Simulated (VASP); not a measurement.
Here is a VASP 6.6.1 calculation.

File INCAR:

```
  ALGO = Normal
  EDIFF = 1E-7
  EDIFFG = -0.005
  ENCUT = 600
  GGA = PE
  IBRION = 2
  ISIF = 4
  ISMEAR = -1
  LASPH = T
  LCHARG = F
  LREAL = F
  LWAVE = F
  NELM = 100
  NSW = 50
  PREC = Accurate
  SIGMA = 0.1
```

The input KPOINTS:

```
k-points
0
Gamma
  15 15 14
```

POSCAR

```
In
1.0
    3.2063617796      0.0000000000      0.0000000000
   -1.6031808898      2.7767907548      0.0000000000
    0.0000000000      0.0000000000      3.0438904898
In
1
Direct
    0.0000000000      0.0000000000      0.0000000000
```

Potentials or basis: VASP PAW PBE potentials, release 64 (In_d).

Launch:

```console
$ cat potpaw_PBE.64/In_d/POTCAR > POTCAR
$ mpirun -np 1 vasp_std > vasp.out
```

Task: What does it give for the band gap on the k mesh?

Result: Zero (an odd number of electrons rules out a gap without spin polarisation).

Final structure:
```xyz
1
Lattice="3.2073 0.0000 0.0000 -1.6037 2.7776 0.0000 0.0000 0.0000 3.0420" Properties=species:S:1:pos:R:3 pbc="T T T"
In    0.0000    0.0000    0.0000
```

Caveat: spin-orbit coupling is left out, which moves the levels of the heavy elements.
